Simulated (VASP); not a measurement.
A run of VASP 6.6.1:

The input INCAR:

```
ALGO = Normal ; EDIFF = 1E-6
EDIFFG = -0.01 ; ENCUT = 600
GGA = CA ; IBRION = 2
ISIF = 3 ; ISMEAR = 0
LASPH = True ; LCHARG = False
LREAL = False ; LWAVE = False
NELM = 80 ; NSW = 60
PREC = Accurate ; SIGMA = 0.0753
```

The input KPOINTS:

```
k-points
0
Gamma
  5 5 5
```

Contents of POSCAR:

```
LiW
1.0
    0.0000000000      3.1357540000      3.1357540000
    3.1357540000      0.0000000000      3.1357540000
    3.1357540000      3.1357540000      0.0000000000
Li W
2 2
Direct
    0.0000000000      0.0000000000      0.0000000000
    0.2500000000      0.2500000000      0.2500000000
    0.5000000000      0.5000000000      0.5000000000
    0.7500000000      0.7500000000      0.7500000000
```

Potentials or basis: VASP PAW LDA potentials, release 64 (Li_sv, W_sv).

Launch:

```bash
$ cat potpaw_LDA.64/Li_sv/POTCAR potpaw_LDA.64/W_sv/POTCAR > POTCAR
$ mpirun -np 1 vasp_std > vasp.out
```

Hardware: 1 thread of Intel(R) Xeon(R) 6975P-C (Granite Rapids), with other jobs on the host.

Problem. Estimate the wall time of this run.

Solution. It took 18 s on 1 thread of Intel(R) Xeon(R) 6975P-C (Granite Rapids) (shared host), peak memory 0.18 GiB. Counts: scf iterations 31, k points 10, ion steps 3.
